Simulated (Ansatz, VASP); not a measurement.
Given: the input of a run of Ansatz 0.2.0 on Te2Mo.

The input input.yaml:

```yaml
crystal:
  lattice:
    - [3.4877102878, 0.0, 0.0]
    - [-1.7438551439, 3.0204457102, 0.0]
    - [0.0, 0.0, 24.3047679867]
  atoms:
    - { symbol: Te, position: [0.3333333333, 0.6666666667, 0.22363948] }
    - { symbol: Te, position: [0.6666666667, 0.3333333333, 0.92062886] }
    - { symbol: Te, position: [0.6666666667, 0.3333333333, 0.77636052] }
    - { symbol: Te, position: [0.3333333333, 0.6666666667, 0.07937114] }
    - { symbol: Mo, position: [0.6666666667, 0.3333333333, 0.15154149] }
    - { symbol: Mo, position: [0.3333333333, 0.6666666667, 0.84845851] }
kpoints:
  mp_grid: { grid: [9, 9, 2] }
scf:
  occupations: { method: fermi_dirac, width: 0.05 }
hamiltonian:
  xc: pbesol
  pseudopotentials: { kind: all_electron, lapw: { basis_error: 0.002 } }
output:
  forces: true
  stress: true
  eigenvalues: true
```

Potentials or basis: all-electron LAPW, scalar-relativistic.

Run with:

```bash
$ ansatz run input.yaml --threads 4 --pin off --max-ram 12288MiB --backend cpu --events-out ev --progress --plain --runs-dir out
```

Q: Set up the same calculation for VASP 6.6.1. Potentials there: VASP PAW PBE potentials, release 64 (Te, Mo_sv).

A: As run (the cutoff follows the program's own potentials):

Contents of INCAR:

```
SYSTEM = Te2Mo
PREC = Accurate
ENCUT = 520
EDIFF = 1E-7
ISMEAR = -1
SIGMA = 0.05
LREAL = .FALSE.
LASPH = .TRUE.
NELM = 80
ALGO = Normal
ISIF = 2
LWAVE = .FALSE.
LCHARG = .FALSE.
GGA = PS
NBANDS = 35
```

Contents of KPOINTS:

```
regular mesh
0
G
  9 9 2
  0 0 0
```

The input POSCAR:

```
Te2Mo
1.0
    3.4877102878      0.0000000000      0.0000000000
   -1.7438551439      3.0204457102      0.0000000000
    0.0000000000      0.0000000000     24.3047679867
Te Mo
4 2
Direct
    0.3333333333      0.6666666667      0.2236394800
    0.6666666667      0.3333333333      0.9206288600
    0.6666666667      0.3333333333      0.7763605200
    0.3333333333      0.6666666667      0.0793711400
    0.6666666667      0.3333333333      0.1515414900
    0.3333333333      0.6666666667      0.8484585100
```

Potentials or basis: VASP PAW PBE potentials, release 64 (Te, Mo_sv).

Command:

```console
$ cat potpaw_PBE.64/Te/POTCAR potpaw_PBE.64/Mo_sv/POTCAR > POTCAR
$ mpirun -np 1 vasp_std > vasp.out
```

Both were run:

|  | VASP | Ansatz | Ansatz less VASP |
| --- | --- | --- | --- |
| gap on the k mesh at the Fermi level (eV) | 1.12 | 1.12 | +0.003 |
| least direct gap on the mesh (eV) | 1.12 | 1.12 | +0.003 |
| rms of the force components (eV/Å) | 0.402 | 0.385 | -0.0171 |

VASP's potentials were made for PBE, not for PBEsol. Atom by atom the forces differ by 0.017 eV/Å (rms over components). Ansatz ran all-electron here, and VASP with PAW potentials.

Spin-orbit coupling is off throughout.
